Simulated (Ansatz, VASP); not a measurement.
## One calculation of Au, two programs

Contents of INCAR:

```
ALGO = Fast
EDIFF = 1E-7
ENCUT = 520
GGA = PE
ISIF = 2
ISMEAR = 0
LASPH = T
LCHARG = T
LELF = T
LREAL = F
LVHAR = T
LWAVE = F
NBANDS = 12
NELM = 80
PREC = Accurate
SIGMA = 0.15
```

The input KPOINTS:

```
k-points
0
Gamma
  24 24 24
```

The input POSCAR:

```
Au
1.0
    0.0000000000      2.1206196173      2.0790388405
    2.0790388405      0.0000000000      2.0790388405
    2.0790388405      2.1206196173      0.0000000000
Au
1
Direct
    0.0000000000      0.0000000000      0.0000000000
```

Input for Ansatz:

```yaml
crystal:
  lattice:
    - [0.0, 2.1206196173, 2.0790388405]
    - [2.0790388405, 0.0, 2.0790388405]
    - [2.0790388405, 2.1206196173, 0.0]
  atoms:
    - { symbol: Au, position: [0.0, 0.0, 0.0] }
basis:
  ecutwfc: 420
kpoints:
  mp_grid: { grid: [24, 24, 24] }
hamiltonian:
  xc: pbe
scf:
  occupations: { method: gaussian, width: 0.15 }
output:
  forces: true
  stress: true
  eigenvalues: true
  write_density: true
  write_potential: true
  elf: true
  volumetric_format: npy
```

Change from the starting cell: strain +0.0200 x Voigt [0, 1, 0, 0, 0, 0], atoms carried along.

Alike in both runs: task single point; functional PBE; k mesh 24 × 24 × 24; occupations gaussian, width 0.15 eV; no spin polarisation.

```csv
,VASP,Ansatz
version,VASP 6.6.1,Ansatz 0.2.0
potentials or method,"VASP PAW PBE potentials, release 64 (Au), cutoff 520 eV","scalar-relativistic, plane waves, PAW"
valence electrons in the cell,11,19
```

|  | VASP | Ansatz | Ansatz less VASP |
| --- | --- | --- | --- |
| gap on the k mesh at the Fermi level (eV) | none | none | - |
| pressure (GPa) | -2.8 | -2.6 | +0.18 |
| traceless stress, the component that is largest in VASP (GPa) | -0.39 | -0.38 | +0.005 |

A gap of «none» marks a metal or a gap that the smearing closes. VASP's potentials hold 11 valence electrons a cell and Ansatz's 19, so a difference there can come from the potentials and not from the codes.

Neither program's run includes spin-orbit coupling.
